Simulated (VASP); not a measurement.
PbSe:

```
Pb Se
1.0
     0.00000    3.10868    3.10868
     3.10868    0.00000    3.10868
     3.10868    3.10868    0.00000
Pb Se
1 1
Direct
  0.00000 0.00000 0.00000
  0.50000 0.50000 0.50000
```

- Program: VASP 6.6.1
- Task: relaxation of cell and atoms
- Functional: LDA
- Potentials or basis: VASP PAW LDA potentials, release 64 (Pb_d, Se)
- Cutoff: 600 eV
- k mesh: 6 × 6 × 6
- Occupations: fermi-dirac, width 0.02 eV
- Spin: no spin polarisation

At the start: pressure -4.1 GPa; volume 30.04 Å³/atom.

**Question.** How do energy, volume and symmetry change on relaxing?

**Answer.** Over 3 steps the energy falls by 33.6 meV/atom and the volume is 27.54 Å³/atom (-8.3 %); space group Fm-3m (No. 225, to 0.05 Å).

Step by step:
| step | energy change (eV) | largest force (eV/Å) | pressure (GPa) | volume (Å³) |
| --- | --- | --- | --- | --- |
| 1 | 0.0000 | 0.0000 | -4.06 | 60.08 |
| 2 | -0.0611 | 0.0000 | 1.39 | 53.70 |
| 3 | -0.0671 | 0.0000 | 0.02 | 55.07 |

Final structure:
```
CELL_PARAMETERS angstrom
0.00000 3.01969 3.01969
3.01969 0.00000 3.01969
3.01969 3.01969 0.00000
ATOMIC_POSITIONS crystal
Pb 0.00000 0.00000 0.00000
Se 0.50000 0.50000 0.50000
```
